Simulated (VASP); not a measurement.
Here is a VASP 6.6.1 calculation.

The input INCAR:

```
SYSTEM = BAs
  PREC = Accurate
  ENCUT = 600
  EDIFF = 1E-7
  ISMEAR = 0
  SIGMA = 0.01
  LREAL = .FALSE.
  LASPH = .TRUE.
  NELM = 100
  ALGO = Normal
  ISIF = 3
  LWAVE = .FALSE.
  LCHARG = .FALSE.
  GGA = PE
  IBRION = 2
  NSW = 80
  EDIFFG = -0.01
  PSTRESS = 100.0
```

File KPOINTS:

```
regular mesh
0
G
  9 9 9
  0 0 0
```

The input POSCAR:

```
BAs
1.0
    0.0000000000      2.3885000000      2.3885000000
    2.3885000000      0.0000000000      2.3885000000
    2.3885000000      2.3885000000      0.0000000000
B As
1 1
Direct
    0.0000000000      0.0000000000      0.0000000000
    0.2500000000      0.2500000000      0.2500000000
```

Potentials or basis: VASP PAW PBE potentials, release 64 (B, As).

The run is started by

```console
$ cat potpaw_PBE.64/B/POTCAR potpaw_PBE.64/As/POTCAR > POTCAR
$ mpirun -np 1 vasp_std > vasp.out
```

(1) Predict the band gap on the k mesh.

(2) Predict the relaxed volume.

Results:

(1) 1.18 eV, indirect (least direct gap 3.33 eV).

(2) 13.08 Å³/atom.

Caveat: the cell is relaxed towards a set pressure, so the enthalpy falls and the energy may rise.
